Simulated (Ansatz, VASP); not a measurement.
**Cd2TeI2 in VASP and in Ansatz**

```xyz
5
Lattice="5.0320 0.0000 0.0000 0.0000 5.0320 0.0000 0.0000 0.0000 7.8248" Properties=species:S:1:pos:R:3 pbc="T T T"
Cd    2.5160    2.5160    0.0000
Cd    2.5160    2.5160    3.9124
Te    0.0000    0.0000    0.0000
I     0.0000    0.0000    2.7627
I     0.0000    0.0000    5.0621
```

Alike in both runs: task single point; functional PBE; k mesh 4 × 4 × 2; occupations gaussian, width 0.1 eV; no spin polarisation.

|  | VASP | Ansatz |
| --- | --- | --- |
| version | VASP 6.6.1 | Ansatz 0.2.0 |
| potentials or method | VASP PAW PBE potentials, release 64 (Cd, Te, I), cutoff 520 eV | scalar-relativistic, plane waves, PAW |
| valence electrons in the cell | 44 | 90 |

```tsv
	VASP	Ansatz	Ansatz less VASP
gap on the k mesh at the Fermi level (eV)	none	none	-
pressure (GPa)	8.6	8.6	-0.03
traceless stress, the component that is largest in VASP (GPa)	18.98	18.96	-0.018
rms of the force components (eV/Å)	3.712	3.690	-0.0223
```

Atom by atom the forces differ by 0.022 eV/Å (rms over components). A gap of «none» marks a metal or a gap that the smearing closes. With one functional, cell and mesh, what is left measures potentials, basis and numerics. VASP's potentials hold 44 valence electrons a cell and Ansatz's 90, so a difference there can come from the potentials and not from the codes.

The k mesh is coarse, so the values compare programs but aren't converged. Neither program's run includes spin-orbit coupling.
